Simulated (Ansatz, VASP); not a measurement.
**NaCl: VASP beside Ansatz**

```
CELL_PARAMETERS angstrom
0.00000 2.81000 2.81000
2.81000 0.00000 2.81000
2.81000 2.81000 0.00000
ATOMIC_POSITIONS crystal
Na 0.00000 0.00000 0.00000
Cl 0.50000 0.50000 0.50000
```

Alike in both runs: task single point; functional LDA; k mesh 8 × 8 × 8; no spin polarisation.

|  | VASP | Ansatz |
| --- | --- | --- |
| version | VASP 6.6.1 | Ansatz 0.2.0 |
| potentials or method | VASP PAW LDA potentials, release 64 (Na_pv, Cl), cutoff 520 eV | all-electron LAPW, scalar-relativistic |
| occupations | gaussian, width 0.01 eV | fixed |

Ansatz gave:

```
gap on the k mesh at the Fermi level (eV) : 4.73
pressure (GPa)                            : -2.2
```

**Question.** Estimate VASP's values.

**Answer.** gap on the k mesh at the Fermi level (eV): 4.74; pressure (GPa): -2.2.

LDA's correlation is that of Perdew and Zunger in VASP and of Perdew and Wang (1992) in Ansatz. Ansatz ran all-electron here, and VASP with PAW potentials.
